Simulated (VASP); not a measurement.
A run of VASP 6.6.1 is set up as follows.

POSCAR

```
MgO
1.0
    0.0000000000      2.1229832838      2.1229832838
    2.1229832838      0.0000000000      2.1229832838
    2.1229832838      2.1229832838      0.0000000000
Mg O
1 1
Direct
    0.0000000000      0.0000000000      0.0000000000
    0.5000000000      0.5000000000      0.5000000000
```

File INCAR.step1:

```
PREC = Accurate ; ENCUT = 750
ISMEAR = 0 ; SIGMA = 0.02
LREAL = F ; LASPH = T
NELM = 120 ; NBANDS = 15
GGA = PE ; ALGO = Normal
EDIFF = 1E-5 ; LWAVE = T
LCHARG = F ; GGA_COMPAT = F
```

Contents of INCAR.step2:

```
PREC = Accurate ; ENCUT = 750
EDIFF = 1E-6 ; ISMEAR = 0
SIGMA = 0.02 ; LREAL = F
LASPH = T ; NELM = 120
ALGO = Normal ; ISIF = 2
LWAVE = F ; LCHARG = F
METAGGA = R2SCAN ; LMIXTAU = T
NBANDS = 15 ; ISTART = 1
GGA_COMPAT = F
```

Contents of KPOINTS:

```
regular mesh
0
Gamma
  10 10 10
```

Potentials or basis: VASP PAW PBE potentials, release 64 (Mg_sv, O).

Launch:

```bash
$ cat potpaw_PBE.64/Mg_sv/POTCAR potpaw_PBE.64/O/POTCAR > POTCAR
$ cp INCAR.step1 INCAR
$ mpirun -np 1 vasp_std > vasp.out
$ cp INCAR.step2 INCAR
$ mpirun -np 1 vasp_std > vasp.out
```

Problem. Estimate the pressure.

Solution. -4.6 GPa.

Problem. Predict the band gap on the k mesh.

Solution. 5.41 eV.

Caveat: the cell stands under tension; the PAW data sets were made with another functional, which shifts forces and pressure a little. r2SCAN opens gaps a little over a GGA but as a rule still falls short of measured ones.
